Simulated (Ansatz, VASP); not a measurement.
This is a calculation of Hf for VASP 6.6.1.

INCAR

```
SYSTEM = Hf
  ALGO = Normal
  EDIFF = 1E-7
  ENCUT = 520
  GGA = PE
  ISIF = 2
  ISMEAR = 0
  LASPH = .TRUE.
  LCHARG = .TRUE.
  LELF = .TRUE.
  LREAL = .FALSE.
  LVHAR = .TRUE.
  LWAVE = .FALSE.
  NBANDS = 11
  NELM = 80
  PREC = Accurate
  SIGMA = 0.013000000000000001
```

The input KPOINTS:

```
k-points
0
G
  10 10 10
  0 0 0
```

POSCAR

```
Hf
1.0
   -1.8050000000      1.8050000000      1.8050000000
    1.8050000000     -1.8050000000      1.8050000000
    1.8050000000      1.8050000000     -1.8050000000
Hf
1
Direct
    0.0000000000      0.0000000000      0.0000000000
```

Potentials or basis: VASP PAW PBE potentials, release 64 (Hf_pv).

Command:

```console
$ cat potpaw_PBE.64/Hf_pv/POTCAR > POTCAR
$ mpirun -np 1 vasp_std > vasp.out
```

Set up the same calculation for Ansatz 0.2.0. Potentials there: Ansatz PAW.

As run (the cutoff follows the program's own potentials):

input.yaml

```yaml
crystal:
  lattice:
    - [-1.805, 1.805, 1.805]
    - [1.805, -1.805, 1.805]
    - [1.805, 1.805, -1.805]
  atoms:
    - { symbol: Hf, position: [0.0, 0.0, 0.0] }
hamiltonian:
  xc: pbe
  pseudopotentials: { kind: paw }
kpoints:
  mp_grid: { grid: [10, 10, 10] }
scf:
  occupations: { method: gaussian, width: 0.013 }
output:
  forces: true
  stress: true
  eigenvalues: true
```

Potentials or basis: Ansatz PAW.

Command:

```bash
$ ansatz run input.yaml --threads 2 --pin off --max-ram 5632MiB --backend cpu --events-out ev --progress --plain --runs-dir out
```

Both were run:

|  | VASP | Ansatz | Ansatz less VASP |
| --- | --- | --- | --- |
| gap on the k mesh at the Fermi level (eV) | none | none | - |
| pressure (GPa) | -5.3 | -5.0 | +0.34 |

A gap of «none» marks a metal or a gap that the smearing closes. The functional is the same, so the differences come from potentials, cutoffs and numerics. VASP's potentials hold 10 valence electrons a cell and Ansatz's 26, so a difference there can come from the potentials and not from the codes.

Spin-orbit coupling is off throughout.
